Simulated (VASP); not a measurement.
# Zr2O (P4_222) in VASP: a series of runs

Zr2O is run at these levels: PBEsol; tasks: single point.

All numbers are computed with VASP 6.6.1; they aren't measurements. Logs are shortened: lines on timing, memory, paths and dates and some standing lists are left out, and cuts for length are marked.

### Step 1. The cell of the first run

The structure is tetragonal, space group P4_222 (No. 93). The conventional cell has a = 4.800 Å, b = 4.800 Å, c = 4.800 Å, α = 90.00°, β = 90.00°, γ = 90.00°. Zr (site symmetry 2) has 2 O at 2.09 Å within 2.8 Å. O (site symmetry 222) has 4 Zr at 2.09 Å within 2.8 Å.

### Step 2. Single point, PBEsol (mode 1 (-33.3 1/cm) frozen in, largest displacement -0.200 Å)

Contents of INCAR:

```
PREC = Accurate ; ENCUT = 520
EDIFF = 1E-6 ; ISMEAR = 0
SIGMA = 0.15 ; LREAL = False
LASPH = True ; NELM = 60
ALGO = Normal ; ISIF = 2
LWAVE = False ; LCHARG = True
GGA = PS ; LELF = True
LVHAR = True ; NBANDS = 39
```

Contents of KPOINTS:

```
regular mesh
0
Gamma
  10 10 10
```

Contents of POSCAR:

```
Zr2O
1.0
    4.8002881848      0.0000000000      0.0000000000
    0.0000000000      4.8002881848      0.0000000000
    0.0000000000      0.0000000000      4.8002881848
Zr O
4 2
Direct
    0.2205389862      0.2794610138      0.7500000000
    0.7794610138      0.2794610138      0.2500000000
    0.2205389862      0.7205389862      0.2500000000
    0.7794610138      0.7205389862      0.7500000000
    0.0000000000      0.0000000000      0.0000000000
    0.5000000000      0.5000000000      0.5000000000
```

Potentials or basis: VASP PAW PBE potentials, release 64 (Zr_sv, O).

Launch:

```sh
$ cat potpaw_PBE.64/Zr_sv/POTCAR potpaw_PBE.64/O/POTCAR > POTCAR
$ mpirun -np 1 vasp_std > vasp.out
```

OUTCAR:

```text
PREC = Accurate
   ENCUT = 520
   EDIFF = 1E-6
   ISMEAR = 0
   LREAL = False
   LASPH = True
   NELM = 60
   ISIF = 2
   GGA = PS

 ion  position               nearest neighbor table
   1  0.221  0.279  0.750-   5 2.09   6 2.09   4 2.99   3 3.20   2 3.20   2 3.20   3 3.20   4 3.42
                             4 3.42   2 3.60   3 3.60   2 3.60   3 3.60   4 3.79
   2  0.779  0.279  0.250-   5 2.09   6 2.09   3 2.99   1 3.20   4 3.20   1 3.20   4 3.20   3 3.42
                             3 3.42   4 3.60   1 3.60   4 3.60   1 3.60   3 3.79
   3  0.221  0.721  0.250-   5 2.09   6 2.09   2 2.99   1 3.20   4 3.20   1 3.20   4 3.20   2 3.42
                             2 3.42   1 3.60   4 3.60   1 3.60   4 3.60   2 3.79
   4  0.779  0.721  0.750-   5 2.09   6 2.09   1 2.99   2 3.20   3 3.20   2 3.20   3 3.20   1 3.42
                             1 3.42   2 3.60   2 3.60   3 3.60   3 3.60   1 3.79
   5  0.000  0.000  0.000-   1 2.09   2 2.09   3 2.09   4 2.09
   6  0.500  0.500  0.500-   1 2.09   2 2.09   3 2.09   4 2.09

  LATTYP: Found a simple cubic cell.
 ALAT       =     4.8002881848

  Lattice vectors:

 A1 = (   4.8002881848,   0.0000000000,   0.0000000000)
 A2 = (   0.0000000000,   4.8002881848,   0.0000000000)
 A3 = (   0.0000000000,   0.0000000000,   4.8002881848)

Analysis of symmetry for initial positions (statically):
=====================================================================
 Subroutine PRICEL returns:
 Original cell was already a primitive cell.

 Routine SETGRP: Setting up the symmetry group for a
 simple cubic supercell.

 Subroutine GETGRP returns: Found  8 space group operations
 (whereof  4 operations were pure point group operations)
 out of a pool of 48 trial point group operations.

The static configuration has the point symmetry D_2 .
 The point group associated with its full space group is D_4 .

Analysis of symmetry for dynamics (positions and initial velocities):
=====================================================================
 Subroutine PRICEL returns:
 Original cell was already a primitive cell.

 Routine SETGRP: Setting up the symmetry group for a
 simple cubic supercell.

 Subroutine GETGRP returns: Found  8 space group operations
 (whereof  4 operations were pure point group operations)
 out of a pool of 48 trial point group operations.

The dynamic configuration has the point symmetry D_2 .
 The point group associated with its full space group is D_4 .

 Subroutine INISYM returns: Found  8 space group operations
 (whereof  4 operations are pure point group operations),
 and found     1 'primitive' translations

----------------------------------------------------------------------------------------

                                     Primitive cell

  volume of cell :     110.6119

  direct lattice vectors                    reciprocal lattice vectors
     4.800288185  0.000000000  0.000000000     0.208320826  0.000000000  0.000000000
     0.000000000  4.800288185  0.000000000     0.000000000  0.208320826  0.000000000
     0.000000000  0.000000000  4.800288185     0.000000000  0.000000000  0.208320826

  length of vectors
     4.800288185  4.800288185  4.800288185     0.208320826  0.208320826  0.208320826

  position of ions in fractional coordinates (direct lattice)
     0.220538986  0.279461014  0.750000000
     0.779461014  0.279461014  0.250000000
     0.220538986  0.720538986  0.250000000
     0.779461014  0.720538986  0.750000000
     0.000000000  0.000000000  0.000000000
     0.500000000  0.500000000  0.500000000

  ion indices of the primitive-cell ions
   primitive index   ion index
                 1           1
                 2           2
                 3           3
                 4           4
                 5           5
                 6           6

----------------------------------------------------------------------------------------

 KPOINTS: regular mesh

Automatic generation of k-mesh.
 Grid dimensions read from file:
 generate k-points for:   10   10   10

 Generating k-lattice:

  Cartesian coordinates                     Fractional coordinates (reciprocal lattice)
     0.020832083  0.000000000  0.000000000     0.100000000  0.000000000  0.000000000
     0.000000000  0.020832083  0.000000000     0.000000000  0.100000000  0.000000000
     0.000000000  0.000000000  0.020832083     0.000000000  0.000000000  0.100000000

  Length of vectors
     0.020832083  0.020832083  0.020832083

  Shift w.r.t. Gamma in fractional coordinates (k-lattice)
     0.000000000  0.000000000  0.000000000

 Subroutine IBZKPT returns following result:
 ===========================================

 Found    126 irreducible k-points:

 Following reciprocal coordinates:
            Coordinates               Weight
  0.000000  0.000000  0.000000      1.000000
  0.100000  0.000000  0.000000      4.000000
  0.000000  0.000000  0.100000      2.000000
  0.200000  0.000000  0.000000      4.000000
  0.000000  0.000000  0.200000      2.000000
  0.300000  0.000000  0.000000      4.000000
[... 16 lines left out ...]
  0.500000  0.100000  0.000000      4.000000
  0.000000  0.500000  0.100000      4.000000
 [... further k-points ...]
   k-points           NKPTS =    126   k-points in BZ     NKDIM =    126   number of bands    NBANDS=     39
   number of dos      NEDOS =    301   number of ions     NIONS =      6
   total plane-waves  NPLWV =  46656
   dimension x,y,z NGX =    36 NGY =   36 NGZ =   36
   dimension x,y,z NGXF=    72 NGYF=   72 NGZF=   72
   ions per type =               4   2
   NGX,Y,Z   is equivalent  to a cutoff of  12.47, 12.47, 12.47 a.u.
   NGXF,Y,Z  is equivalent  to a cutoff of  24.94, 24.94, 24.94 a.u.
 SYSTEM =  unknown system
   PREC   = accura    normal or accurate (medium, high low for compatibility)
   ISTART =      0    job   : 0-new  1-cont  2-samecut
   ICHARG =      2    charge: 1-file 2-atom 10-const
   ISPIN  =      1    spin polarized calculation?
   LNONCOLLINEAR =      F non collinear calculations
   LSORBIT =      F    spin-orbit coupling
   LASPH  =      T    aspherical Exc in radial PAW
   ENCUT  =  520.0 eV  38.22 Ry    6.18 a.u.   8.93  8.93  8.93*2*pi/ulx,y,z
   NELM   =     60;   NELMIN=  2; NELMDL= -5     # of ELM steps
   EDIFF  = 0.1E-05   stopping-criterion for ELM
   LREAL  =      F    real-space projection
   EDIFFG = 0.1E-04   stopping-criterion for IOM
   NSW    =      0    number of steps for IOM
   IBRION =     -1    ionic relax: 0-MD 1-quasi-New 2-CG
   NFREE  =      0    steps in history (QN), initial steepest desc. (CG)
   ISIF   =      2    stress and relaxation
   ISYM   =      2    0-nonsym 1-usesym 2-fastsym
   POTIM  = 0.5000    time-step for ionic-motion
   TEBEG  =    0.0;   TEEND  =   0.0 temperature during run
   PSTRESS=    0.0 pullay stress
   NELECT =      60.0000    total number of electrons
   NUPDOWN=      -1.0000    fix difference up-down
   EMIN   =  10.00;   EMAX   =-10.00  energy-range for DOS
   EFERMI =   0.00;   METHOD = LEGACY
   ISMEAR =     0;   SIGMA  =   0.15  broadening in eV -4-tet -1-fermi 0-gaus
   EFERMI_NEDOS =   21; number of points for ismear=-14 and -15
   IALGO  =     38    algorithm
   IMIX   =      4    mixing-type and parameters
     AMIX     =   0.40;   BMIX     =  1.00
     AMIX_MAG =   1.60;   BMIX_MAG =  1.00
  volume/ion in A,a.u.               =      18.44       124.41
  Fermi-wavevector in a.u.,A,eV,Ry     =   1.335133  2.523036 24.253483  1.782581
  Thomas-Fermi vector in A             =   2.463861
   LORBIT       =      0    0 simple, 1 ext, 2 COOP (PROOUT), +10 PAW based schemes
   GGA     = PS    functional components
   LHFCALC =     F    Hartree Fock is set to
   AEXX    =    0.0000 exact exchange contribution
   IVDW    =     0    specifies the selected vdW correction
   LEPSILON=     F    determine dielectric tensor
   LRPA    =     F    only Hartree local field effects (RPA)
 non-spin polarized calculation
 Gauss-broadening in eV      SIGMA  =   0.15
  energy-cutoff  :      520.00
  volume of cell :      110.61
 maximum number of plane-waves:      3016
 NGX is ok and might be reduce to    36
   NGX = 17   NGY = 17   NGZ = 17

 number of electron      59.9999987 magnetization

 Free energy of the ion-electron system (eV)
  ---------------------------------------------------
  ext. energy  EPLUGINS =         0.00000000
  ---------------------------------------------------
  free energy    TOTEN  =       -56.52682641 eV

  energy without entropy =      -56.45418522  energy(sigma->0) =      -56.49050581

 E-fermi :   8.2541     XC(G=0): -11.0467

 val. band max:        8.2521447515   @ k =   0.1000   0.0000   0.4000
 cond. band min:       8.2551060904   @ k =   0.5000   0.5000   0.3000
 fundamental gap:      0.0029613388
 Fermi energy:         8.2541158292

 k-point     1 :       0.0000    0.0000    0.0000
  band No.  band energies     occupation
      1     -40.6871      2.00000
      2     -40.5532      2.00000
      3     -40.5376      2.00000
      4     -40.5376      2.00000
      5     -20.0266      2.00000
      6     -19.0317      2.00000
[... 31 lines left out ...]
     38      12.3890      0.00000
     39      12.3950      0.00000

 k-point     2 :       0.1000    0.0000    0.0000
  band No.  band energies     occupation
      1     -40.6847      2.00000
      2     -40.5530      2.00000
      3     -40.5401      2.00000
      4     -40.5379      2.00000
      5     -20.0035      2.00000
      6     -19.0302      2.00000
[... 31 lines left out ...]
     38      12.1538      0.00000
     39      12.3430      0.00000

 k-point     3 :       0.0000    0.0000    0.1000
  band No.  band energies     occupation
      1     -40.6839      2.00000
      2     -40.5565      2.00000
      3     -40.5383      2.00000
      4     -40.5370      2.00000
      5     -20.0017      2.00000
      6     -19.0250      2.00000
[... 832 lines left out ...]
 k-point    23 :       0.5000    0.1000    0.0000
  band No.  band energies     occupation
      1     -40.6536      2.00000
      2     -40.5695      2.00000
      3     -40.5500      2.00000
      4     -40.5427      2.00000
      5     -19.5692      2.00000
      6     -19.4474      2.00000
[... 31 lines left out ...]
     38      11.3283      0.00000
     39      11.4124      0.00000

 k-point    24 :       0.0000    0.5000    0.1000
  band No.  band energies     occupation
      1     -40.6530      2.00000
      2     -40.5691      2.00000
      3     -40.5524      2.00000
      4     -40.5412      2.00000
      5     -19.5651      2.00000
      6     -19.4599      2.00000
[... 31 lines left out ...]
     38      11.0295      0.00000
     39      11.5151      0.00000

 [... further k-points ...]
[... 5 lines left out ...]
  --------------------------------------------------------------------------------------
  -------------------------------------------------------------------------------------
  Total        1.2184282      1.2184282      1.7105323      0.0000000      0.0000000      0.0000000
  in kB       17.6485316     17.6485316     24.7764984      0.0000000      0.0000000      0.0000000
  external PRESSURE =      20.0245205 kB  Pullay stress =       0.0000000 kB

 VOLUME and BASIS-vectors are now :
 -----------------------------------------------------------------------------
  energy-cutoff  :      520.00
  volume of cell :      110.61
      direct lattice vectors                 reciprocal lattice vectors
     4.800288185  0.000000000  0.000000000     0.208320826  0.000000000  0.000000000
     0.000000000  4.800288185  0.000000000     0.000000000  0.208320826  0.000000000
     0.000000000  0.000000000  4.800288185     0.000000000  0.000000000  0.208320826

 POSITION                                       TOTAL-FORCE (eV/Angst)
 -----------------------------------------------------------------------------------
      1.05865      1.34149      3.60022         0.335521     -0.335521     -0.000000
      3.74164      1.34149      1.20007        -0.335521     -0.335521      0.000000
      1.05865      3.45879      1.20007         0.335521      0.335521      0.000000
      3.74164      3.45879      3.60022        -0.335521      0.335521     -0.000000
      0.00000      0.00000      0.00000         0.000000      0.000000      0.000000
      2.40014      2.40014      2.40014         0.000000      0.000000      0.000000
 -----------------------------------------------------------------------------------
    total drift:                               -0.000000      0.000000      0.000000

  FREE ENERGIE OF THE ION-ELECTRON SYSTEM (eV)
  ---------------------------------------------------
  free  energy   TOTEN  =       -56.5268264059 eV

  energy  without entropy=      -56.4541852163  energy(sigma->0) =      -56.49050581
```

Run time: 6.6 min. Hardware: 1 thread of Intel Xeon Platinum 8259CL at 2.50GHz (Skylake/Cascade Lake), shared host; peak memory 0.49 GiB.

What came out:

```
Free energy            : -56.5268 eV
Pressure               : 2.0 GPa
Largest force          : 0.474 eV/Å
Band gap on the k mesh : zero (band 30 reaches 8.77 eV, above the bottom of band 31 at 7.96 eV)
```

Forces in eV/Å, atoms in the order of the input:
```
Zr   0.336 -0.336  0.000
Zr  -0.336 -0.336  0.000
Zr   0.336  0.336  0.000
Zr  -0.336  0.336  0.000
O    0.000  0.000  0.000
O    0.000  0.000  0.000
```

Stress tensor (GPa, compression positive):
```
1.76 0.00 0.00
0.00 1.76 0.00
0.00 0.00 2.48
```

Levels at points of the mesh, in eV from the Fermi level:
| k point | band 28 | band 29 | band 30 | band 31 | band 32 | band 33 |
| --- | --- | --- | --- | --- | --- | --- |
| (0.00, 0.00, 0.00) | -1.59 | -1.59 | -1.59 | 1.60 | 1.62 | 2.70 |
| (0.50, 0.00, 0.00) | -0.76 | -0.60 | -0.42 | -0.30 | 0.24 | 1.28 |
| (0.00, 0.00, 0.50) | -0.92 | -0.54 | -0.19 | -0.19 | 0.16 | 0.96 |
| (0.50, 0.50, 0.00) | -1.34 | -0.79 | -0.04 | -0.01 | -0.01 | 0.18 |
| (0.00, 0.50, 0.50) | -1.06 | -0.30 | 0.13 | 0.27 | 0.32 | 0.48 |
| (0.50, 0.50, 0.50) | 0.23 | 0.27 | 0.51 | 0.51 | 0.58 | 1.28 |

Caveat: the cell differs from its parent crystal (mode 1 (-33.3 1/cm) frozen in, largest displacement -0.200 Å); the PAW data sets were made with another functional, which shifts forces and pressure a little.

### Step 3. Single point, PBEsol (mode 1 (-33.3 1/cm) frozen in, largest displacement +0.350 Å)

Contents of INCAR:

```
SYSTEM = Zr2O
ALGO = Normal
EDIFF = 1E-7
ENCUT = 520
GGA = PS
ISIF = 2
ISMEAR = 0
LASPH = .True.
LCHARG = .False.
LREAL = .False.
LWAVE = .False.
NBANDS = 39
NELM = 60
PREC = Accurate
SIGMA = 0.15
```

Contents of KPOINTS:

```
k-points
0
Gamma
  10 10 10
  0 0 0
```

Contents of POSCAR:

```
Zr2O
1.0
    4.8002881848      0.0000000000      0.0000000000
    0.0000000000      4.8002881848      0.0000000000
    0.0000000000      0.0000000000      4.8002881848
Zr O
4 2
Direct
    0.3015567741      0.1984432259      0.7500000000
    0.6984432259      0.1984432259      0.2500000000
    0.3015567741      0.8015567741      0.2500000000
    0.6984432259      0.8015567741      0.7500000000
    0.0000000000      0.0000000000      0.0000000000
    0.5000000000      0.5000000000      0.5000000000
```

Potentials or basis: VASP PAW PBE potentials, release 64 (Zr_sv, O).

Launch:

```sh
$ cat potpaw_PBE.64/Zr_sv/POTCAR potpaw_PBE.64/O/POTCAR > POTCAR
$ mpirun -np 1 vasp_std > vasp.out
```

Run time: 12 min. Hardware: 1 thread of Oxide Virtual Turin-like, shared host; peak memory 0.46 GiB.

Results (log left out):

* Free energy: -55.7283 eV
* Pressure: 6.6 GPa
* Largest force: 2.555 eV/Å
* Band gap on the k mesh: zero (band 30 reaches 8.47 eV, above the bottom of band 31 at 7.51 eV)

Forces on the atoms (eV/Å):
```
Zr  -1.807  1.807  0.000
Zr   1.807  1.807  0.000
Zr  -1.807 -1.807  0.000
Zr   1.807 -1.807  0.000
O    0.000  0.000  0.000
O    0.000  0.000  0.000
```

Stress tensor (GPa, compression positive):
```
6.86 0.00 0.00
0.00 6.86 0.00
0.00 0.00 6.12
```

Levels at points of the mesh, in eV from the Fermi level:
| k point | band 28 | band 29 | band 30 | band 31 | band 32 | band 33 |
| --- | --- | --- | --- | --- | --- | --- |
| (0.00, 0.00, 0.00) | -1.31 | -1.31 | -1.19 | 1.29 | 1.63 | 2.86 |
| (0.50, 0.00, 0.00) | -0.98 | -0.56 | -0.36 | -0.29 | 0.56 | 1.93 |
| (0.00, 0.00, 0.50) | -1.23 | -0.82 | 0.03 | 0.03 | 0.42 | 0.52 |
| (0.50, 0.50, 0.00) | -1.10 | -1.10 | -0.52 | -0.52 | 0.08 | 0.10 |
| (0.00, 0.50, 0.50) | -0.81 | -0.38 | 0.37 | 0.45 | 0.48 | 0.48 |
| (0.50, 0.50, 0.50) | 0.33 | 0.33 | 0.38 | 0.40 | 0.54 | 1.22 |

Caveat: the cell differs from its parent crystal (mode 1 (-33.3 1/cm) frozen in, largest displacement +0.350 Å); the PAW data sets were made with another functional, which shifts forces and pressure a little.

### Step 4. Single point, PBEsol (mode 1 (-33.3 1/cm) frozen in, largest displacement +0.250 Å)

Contents of INCAR:

```
SYSTEM = Zr2O
PREC     = Accurate       ! precision mode
ENCUT    = 520            ! plane-wave cutoff, eV
EDIFF    = 1E-6           ! SCF threshold, eV
ISMEAR   = 0              ! smearing method
SIGMA    = 0.15           ! smearing width, eV
LREAL    = .False.        ! projectors in reciprocal space
LASPH    = .True.         ! aspherical terms in the spheres
NELM     = 80             ! most SCF steps
ALGO     = Normal         ! electronic algorithm
ISIF     = 2              ! what is computed and relaxed
LWAVE    = .False.        ! write WAVECAR
LCHARG   = .False.        ! write CHGCAR
GGA      = PS             ! functional
NBANDS   = 39             ! bands
```

Contents of KPOINTS:

```
regular mesh
0
Gamma
  10 10 10
  0 0 0
```

Contents of POSCAR:

```
Zr2O
1.0
    4.8002881848      0.0000000000      0.0000000000
    0.0000000000      4.8002881848      0.0000000000
    0.0000000000      0.0000000000      4.8002881848
Zr O
4 2
Direct
    0.2868262672      0.2131737328      0.7500000000
    0.7131737328      0.2131737328      0.2500000000
    0.2868262672      0.7868262672      0.2500000000
    0.7131737328      0.7868262672      0.7500000000
    0.0000000000      0.0000000000      0.0000000000
    0.5000000000      0.5000000000      0.5000000000
```

Launch:

```sh
$ cat potpaw_PBE.64/Zr_sv/POTCAR potpaw_PBE.64/O/POTCAR > POTCAR
$ mpirun -np 1 vasp_std > vasp.out
```

It took 7.4 min on 1 thread of Oxide Virtual Turin-like, shared host; peak memory 0.45 GiB.

The run converged. Its results:

- Free energy: -56.3899 eV
- Pressure: 3.1 GPa
- Largest force: 0.928 eV/Å
- Band gap on the k mesh: zero (band 30 reaches 8.67 eV, above the bottom of band 31 at 7.87 eV)

Forces on the atoms (eV/Å):
```
Zr  -0.656  0.656  0.000
Zr   0.656  0.656  0.000
Zr  -0.656 -0.656  0.000
Zr   0.656 -0.656  0.000
O    0.000  0.000  0.000
O    0.000  0.000  0.000
```

Stress tensor (GPa, compression positive):
```
3.00 0.00 0.00
0.00 3.00 0.00
0.00 0.00 3.33
```

Levels at points of the mesh, in eV from the Fermi level:
```csv
k point,band 27,band 28,band 29,band 30,band 31,band 32,band 33,band 34
"(0.00, 0.00, 0.00)",-1.76,-1.50,-1.50,-1.48,1.52,1.60,2.77,3.02
"(0.50, 0.00, 0.00)",-1.35,-0.72,-0.72,-0.37,-0.32,0.32,1.57,1.89
"(0.00, 0.00, 0.50)",-1.00,-1.00,-0.63,-0.12,-0.12,0.29,0.78,1.60
"(0.50, 0.50, 0.00)",-1.26,-1.26,-1.00,-0.19,-0.19,-0.02,0.17,0.84
"(0.00, 0.50, 0.50)",-1.41,-0.93,-0.34,0.21,0.26,0.39,0.65,0.68
"(0.50, 0.50, 0.50)",-2.13,0.30,0.34,0.48,0.48,0.60,1.23,1.60
```

Caveat: the cell differs from its parent crystal (mode 1 (-33.3 1/cm) frozen in, largest displacement +0.250 Å); the PAW data sets were made with another functional, which shifts forces and pressure a little.
